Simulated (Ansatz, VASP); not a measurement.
## One calculation of Cr, two programs

```
CELL_PARAMETERS angstrom
2.39830 1.38466 7.98128
-2.39830 1.38466 7.98128
0.00000 -2.76932 7.98128
ATOMIC_POSITIONS crystal
Cr 0.04448 0.54932 0.04448
Cr 0.04448 0.04448 0.54932
Cr 0.54932 0.04448 0.04448
Cr 0.95552 0.45068 0.95552
Cr 0.45068 0.95552 0.95552
Cr 0.95552 0.95552 0.45068
Cr 0.20945 0.70235 0.20945
Cr 0.20945 0.20945 0.70235
Cr 0.70235 0.20945 0.20945
Cr 0.79055 0.29765 0.79055
Cr 0.29765 0.79055 0.79055
Cr 0.79055 0.79055 0.29765
```

Alike in both runs: functional PBEsol; k mesh 3 × 3 × 3; occupations gaussian, width 0.1 eV; no spin polarisation.

Ansatz relaxed the structure, and its values are those at the end. VASP's run is a single point on that final structure, the one shown.

```csv
,VASP,Ansatz
version,VASP 6.6.1,Ansatz 0.2.0
potentials or method,"VASP PAW PBE potentials, release 64 (Cr_pv), cutoff 520 eV","scalar-relativistic, plane waves, PAW"
valence electrons in the cell,144,168
```

|  | VASP | Ansatz | Ansatz less VASP |
| --- | --- | --- | --- |
| gap on the k mesh at the Fermi level (eV) | none | none | - |
| pressure (GPa) | -0.2 | 0.0 | +0.14 |
| rms of the force components (eV/Å) | 0.024 | 0.017 | -0.0068 |

VASP's potentials were made for PBE, not for PBEsol. A gap of «none» marks a metal or a gap that the smearing closes. The functional is the same, so the differences come from potentials, cutoffs and numerics. VASP's potentials hold 144 valence electrons a cell and Ansatz's 168, so a difference there can come from the potentials and not from the codes.

The k mesh is coarse, so the values compare programs but aren't converged.
